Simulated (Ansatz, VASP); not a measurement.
## TiTe2: VASP beside Ansatz

```
CELL_PARAMETERS angstrom
4.83590 0.00000 0.00000
0.00000 4.83590 0.00000
0.00000 0.00000 7.07478
ATOMIC_POSITIONS crystal
Ti 0.00000 0.00000 0.00000
Ti 0.50000 0.50000 0.50000
Te 0.00000 0.50000 0.29787
Te 0.00000 0.50000 0.79787
Te 0.50000 0.00000 0.70213
Te 0.50000 0.00000 0.20213
```

Alike in both runs: task relaxation of cell and atoms; functional PBE; k mesh 8 × 8 × 6; occupations gaussian, width 0.1 eV; no spin polarisation.

|  | VASP | Ansatz |
| --- | --- | --- |
| version | VASP 6.6.1 | Ansatz 0.2.0 |
| potentials or method | VASP PAW PBE potentials, release 64 (Ti_sv, Te), cutoff 600 eV | scalar-relativistic, plane waves, PAW |
| valence electrons in the cell | 48 | 88 |

```tsv
	VASP	Ansatz	Ansatz less VASP
gap on the k mesh at the Fermi level, each at its own relaxed structure (eV)	none	none	-
relaxed volume (Å³/atom)	27.57	27.55	-0.019
relaxed length of the cell vector where the two differ most in proportion (Å)	7.048	7.044	-0.0037
```

A gap of «none» marks a metal or a gap that the smearing closes. VASP's potentials hold 48 valence electrons a cell and Ansatz's 88, so a difference there can come from the potentials and not from the codes.

Neither program's run includes spin-orbit coupling.
